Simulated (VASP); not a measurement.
**In3As: single point with PBEsol+D3(BJ)**

Crystal: In3As.

```
In As
1.0
     4.50244    0.00000    0.00000
     0.00000    4.50244    0.00000
     0.00000    0.00000    4.50244
In As
3 1
Direct
  0.00000 0.50000 0.50000
  0.50000 0.00000 0.50000
  0.50000 0.50000 0.00000
  0.00000 0.04711 0.04711
```

This cell differs from its parent crystal: all As atoms moved -0.300 Å, as atom 4 towards its neighbour atom 1 (In) at 3.184 Å.

```json
{"Program": "VASP 6.6.1", "Task": "single point", "Functional": "PBEsol", "Dispersion": "D3(BJ)", "Potentials or basis": "VASP PAW PBE potentials, release 64 (In_d, As)", "Cutoff": "520 eV", "k mesh": "10 × 10 × 10", "Occupations": "gaussian, width 0.15 eV", "Spin": "no spin polarisation"}
```

```yaml
Pressure: 0.6 GPa
Largest_force: 0.313 eV/Å
Band_gap_on_the_k_mesh: zero (bands 22 and 23 overlap by 4.57 eV)
Dispersion_energy_per_atom: -0.397 eV
```

Forces in eV/Å, atoms in the order of the input:
```
In   0.000  0.197  0.197
In   0.000 -0.280  0.140
In   0.000  0.140 -0.280
As   0.000 -0.057 -0.057
```

Stress tensor (GPa, compression positive):
```
 0.57  0.00  0.00
 0.00  0.65 -0.01
 0.00 -0.01  0.65
```

Levels at points of the mesh, in eV from the Fermi level:
```csv
k point,band 20,band 21,band 22,band 23,band 24,band 25
"(0.00, 0.00, 0.00)",-3.39,-1.82,-1.79,2.16,2.19,2.24
"(0.50, 0.00, 0.00)",-1.96,-0.97,-0.77,-0.24,0.43,1.20
"(0.00, 0.50, 0.00)",-2.02,-0.96,-0.55,-0.21,0.28,1.24
"(0.50, 0.50, 0.00)",-1.34,-0.23,0.55,0.61,1.85,2.03
"(0.00, 0.50, 0.50)",-1.17,-0.61,0.57,0.61,1.82,1.99
"(0.50, 0.50, 0.50)",-4.39,-4.02,-3.98,-3.92,5.20,5.20
```

It took 18 min on 1 thread of Oxide Virtual Turin-like Processor, with other jobs on the host, peak memory 0.5 GiB.

Caveat: the cell differs from its parent crystal (all As atoms moved -0.300 Å, as atom 4 towards its neighbour atom 1 (In) at 3.184 Å); the PAW data sets were made with another functional, which shifts forces and pressure a little; spin-orbit coupling is left out, which moves the levels of the heavy elements.
